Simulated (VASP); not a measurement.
Wanted: the native input for a VASP 6.6.1 run.

```yaml
Task: single point
Functional: LDA
Potentials_or_basis: VASP PAW LDA potentials, release 64 (Re)
Cutoff: 520 eV
k_mesh: 18 × 18 × 18
Occupations: fermi-dirac, width 0.08 eV
Spin: no spin polarisation
Dipole_correction: no
Further_INCAR_settings: ALGO = Normal; EDIFF = 1e-07; NBANDS = 10
```

The structure of Re lies in POSCAR:

```
Re
1.0
    0.0000000000      1.9304798512      1.9304798512
    1.9304798512      0.0000000000      1.9304798512
    1.9304798512      1.9304798512      0.0000000000
Re
1
Direct
    0.0000000000      0.0000000000      0.0000000000
```

These files were run (other wordings do the same):

INCAR

```
PREC = Accurate
ENCUT = 520
EDIFF = 1E-7
ISMEAR = -1
SIGMA = 0.08
LREAL = F
LASPH = T
NELM = 100
ALGO = Normal
ISIF = 2
LWAVE = F
LCHARG = T
GGA = CA
LELF = T
LVHAR = T
NBANDS = 10
```

KPOINTS

```
regular mesh
0
Gamma
  18 18 18
```

Potentials or basis: VASP PAW LDA potentials, release 64 (Re).

The run is started by

```console
$ cat potpaw_LDA.64/Re/POTCAR > POTCAR
$ mpirun -np 1 vasp_std > vasp.out
```

It gave:

* Pressure: 1.4 GPa

It took 40 s on 1 thread of AMD EPYC 7571 (shared host), peak memory 0.11 GiB.
